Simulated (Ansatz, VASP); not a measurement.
One calculation of Si, two programs

The input POSCAR:

```
Si
1.0
    0.0000000000      2.7221188962      2.7221188962
    2.7221188962      0.0000000000      2.7221188962
    2.7221188962      2.7221188962      0.0000000000
Si
2
Direct
    0.0000000000      0.0000000000      0.0000000000
    0.2500000000      0.2500000000      0.2500000000
```

The input INCAR.step1:

```
SYSTEM = Si
ALGO     = Normal         ! electronic algorithm
EDIFF    = 1E-4           ! SCF threshold, eV
ENCUT    = 520            ! plane-wave cutoff, eV
GGA      = PE             ! functional
ISMEAR   = 1              ! smearing method
LASPH    = .True.         ! aspherical terms in the spheres
LCHARG   = .False.        ! write CHGCAR
LREAL    = .False.        ! projectors in reciprocal space
LWAVE    = .True.         ! write WAVECAR
NBANDS   = 11             ! bands
NELM     = 80             ! most SCF steps
PREC     = Accurate       ! precision mode
SIGMA    = 0.5            ! smearing width, eV
```

INCAR.step2

```
SYSTEM = Si
ALGO     = Normal         ! electronic algorithm
EDIFF    = 1E-6           ! SCF threshold, eV
ENCUT    = 520            ! plane-wave cutoff, eV
ISIF     = 2              ! what is computed and relaxed
ISMEAR   = 1              ! smearing method
ISTART   = 1            
LASPH    = .True.         ! aspherical terms in the spheres
LCHARG   = .True.         ! write CHGCAR
LELF     = .True.         ! ELF
LMIXTAU  = .True.       
LREAL    = .False.        ! projectors in reciprocal space
LVHAR    = .True.       
LWAVE    = .False.        ! write WAVECAR
METAGGA  = R2SCAN         ! meta-GGA
NBANDS   = 11             ! bands
NELM     = 80             ! most SCF steps
PREC     = Accurate       ! precision mode
SIGMA    = 0.5            ! smearing width, eV
```

File KPOINTS:

```
k-points
0
Gamma
  6 6 6
  0 0 0
```

Input for Ansatz:

```yaml
crystal:
  lattice:
    - [0.0, 2.7221188962, 2.7221188962]
    - [2.7221188962, 0.0, 2.7221188962]
    - [2.7221188962, 2.7221188962, 0.0]
  atoms:
    - { symbol: Si, position: [0.0, 0.0, 0.0] }
    - { symbol: Si, position: [0.25, 0.25, 0.25] }
kpoints:
  mp_grid: { grid: [6, 6, 6] }
hamiltonian:
  xc: r2scan
scf:
  occupations: { method: methfessel_paxton, width: 0.5 }
  n_extra_bands: 4
output:
  forces: true
  stress: true
  eigenvalues: true
```

Alike in both runs: task single point; functional r2SCAN; k mesh 6 × 6 × 6; occupations methfessel-paxton of order 1, width 0.5 eV; no spin polarisation.

|  | VASP | Ansatz |
| --- | --- | --- |
| version | VASP 6.6.1 | Ansatz 0.2.0 |
| potentials or method | VASP PAW PBE potentials, release 64 (Si) | plane waves |
| plane-wave cutoff (eV) | 520 | 500 |
| valence electrons in the cell | 8 | 8 |

```csv
,VASP,Ansatz,Ansatz less VASP
pressure (GPa),-0.2,0.1,+0.24
```

VASP's potentials were made for PBE, not for r2SCAN. The functional is the same, so the differences come from potentials, cutoffs and numerics.
